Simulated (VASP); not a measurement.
A run of VASP 6.6.1 is set up as follows.

Contents of INCAR:

```
SYSTEM = Al8H
ALGO = Normal ; DIPOL = 0.5 0.5 0.412
EDIFF = 1E-6 ; EDIFFG = -0.025
ENCUT = 520 ; GGA = PE
IBRION = 2 ; IDIPOL = 3
ISIF = 2 ; ISMEAR = 0
LASPH = .True. ; LCHARG = .False.
LDIPOL = .True. ; LREAL = .False.
LWAVE = .False. ; NELM = 100
NSW = 50 ; PREC = Accurate
SIGMA = 0.1
```

KPOINTS

```
k-points
0
Gamma
  9 9 1
  0 0 0
```

File POSCAR:

```
Al8H
1.0
    2.8543223330      0.0000000000      0.0000000000
   -1.4271611665      2.4719156510      0.0000000000
    0.0000000000      0.0000000000     31.9760593533
Al H
8 1
Selective dynamics
Direct
    0.3333333333      0.6666666667      0.1250935882  F F F
    0.0000000000      0.0000000000      0.1984546650  F F F
    0.6666666667      0.3333333333      0.2718157419  F F F
    0.0000000000      0.0000000000      0.3451768186  F F F
    0.3333333333      0.6666666667      0.4179469871  F F F
    0.0000000000      0.0000000000      0.4916851455  F F F
    0.6666666667      0.3333333333      0.5654358086  F F F
    0.0000000000      0.0000000000      0.6403559340  T T T
    0.0000000000      0.5000000000      0.6546406621  F F T
```

Potentials or basis: VASP PAW PBE potentials, release 64 (Al, H).

Run with:

```sh
$ cat potpaw_PBE.64/Al/POTCAR potpaw_PBE.64/H/POTCAR > POTCAR
$ mpirun -np 1 vasp_std > vasp.out
```

(1) What does it give for the energy gained by relaxing?

Answers

(1) 117.5 meV/atom.

Caveat: the highest band is partly filled, so the run has too few bands.
